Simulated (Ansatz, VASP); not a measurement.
One calculation of In2SbSe3, two programs

```
CELL_PARAMETERS angstrom
4.09588 0.00000 0.00000
0.00000 4.50231 0.00000
0.00000 0.00000 18.32643
ATOMIC_POSITIONS crystal
In 0.50000 0.32650 0.32552
In 0.50000 0.67350 0.82552
In 0.00000 0.84973 0.17145
In 0.00000 0.15027 0.67145
Sb 0.00000 0.48942 0.04108
Sb 0.00000 0.51058 0.54108
Se 0.50000 0.80396 0.97998
Se 0.50000 0.19604 0.47998
Se 0.50000 0.24679 0.16479
Se 0.50000 0.75321 0.66479
Se 0.00000 0.77954 0.31731
Se 0.00000 0.22046 0.81731
```

Change from the starting cell: the structure that the rattled cell fell into.

Alike in both runs: functional PBE; k mesh 10 × 8 × 2; occupations gaussian, width 0.1 eV; no spin polarisation.

Ansatz relaxed the structure, and its values are those at the end. VASP's run is a single point on that final structure, the one shown.

|  | VASP | Ansatz |
| --- | --- | --- |
| version | VASP 6.6.1 | Ansatz 0.2.0 |
| potentials or method | VASP PAW PBE potentials, release 64 (In_d, Sb, Se), cutoff 520 eV | scalar-relativistic, plane waves, PAW |
| valence electrons in the cell | 98 | 178 |

```csv
,VASP,Ansatz,Ansatz less VASP
gap on the k mesh at the Fermi level (eV),none,none,-
pressure (GPa),0.0,0.0,-0.02
rms of the force components (eV/Å),0.009,0.004,-0.0045
```

A gap of «none» marks a metal or a gap that the smearing closes. VASP's potentials hold 98 valence electrons a cell and Ansatz's 178, so a difference there can come from the potentials and not from the codes.

Spin-orbit coupling is off throughout.
